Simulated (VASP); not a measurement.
Input of a VASP 6.6.1 run:

Contents of INCAR:

```
PREC = Accurate
ENCUT = 520
EDIFF = 1E-7
ISMEAR = 0
SIGMA = 0.01
LREAL = False
LASPH = True
NELM = 100
ALGO = Normal
ISIF = 2
LWAVE = False
LCHARG = False
GGA = PE
NBANDS = 11
```

The input KPOINTS:

```
Automatic mesh
0
Gamma
  8 8 8
```

File POSCAR:

```
BN
1.0
    0.0000000000      1.7458259401      1.7458259401
    1.7458259401      0.0000000000      1.7458259401
    1.7458259401      1.7458259401      0.0000000000
B N
1 1
Direct
    0.0000000000      0.0000000000      0.0000000000
    0.5000000000      0.5000000000      0.5000000000
```

Potentials or basis: VASP PAW PBE potentials, release 64 (B, N).

Command:

```console
$ cat potpaw_PBE.64/B/POTCAR potpaw_PBE.64/N/POTCAR > POTCAR
$ mpirun -np 1 vasp_std > vasp.out
```

(1) Predict the band gap on the k mesh.

(2) Predict the pressure.

Answers

(1) 1.33 eV, indirect (least direct gap 5.85 eV).

(2) 3.8 GPa.
